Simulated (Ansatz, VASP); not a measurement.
# B3N2Cl: VASP beside Ansatz

```xyz
6
Lattice="2.6325 0.0000 0.0000 0.0000 2.6325 0.0000 0.0000 0.0000 6.8725" Properties=species:S:1:pos:R:3 pbc="T T T"
B     0.0000    0.0000    1.7457
B     0.0000    0.0000    5.1268
B     1.3163    1.3163    0.0000
N     1.3163    0.0000    0.9071
N     0.0000    1.3163    5.9654
Cl    1.3163    1.3163    3.4363
```

Change from the starting cell: species swapped into the CsLi2I3 type (P-4m2, No. 115).

Alike in both runs: functional PBE; k mesh 14 × 14 × 6; occupations gaussian, width 0.1 eV; no spin polarisation.

Ansatz relaxed the structure, and its values are those at the end. VASP's run is a single point on that final structure, the one shown.

```csv
,VASP,Ansatz
version,VASP 6.6.1,Ansatz 0.2.0
potentials or method,"VASP PAW PBE potentials, release 64 (B, N, Cl), cutoff 520 eV","scalar-relativistic, plane waves, PAW"
valence electrons in the cell,26,26
```

|  | VASP | Ansatz | Ansatz less VASP |
| --- | --- | --- | --- |
| gap on the k mesh at the Fermi level (eV) | none | none | - |
| pressure (GPa) | 0.0 | 0.0 | +0.01 |

A gap of «none» marks a metal or a gap that the smearing closes.
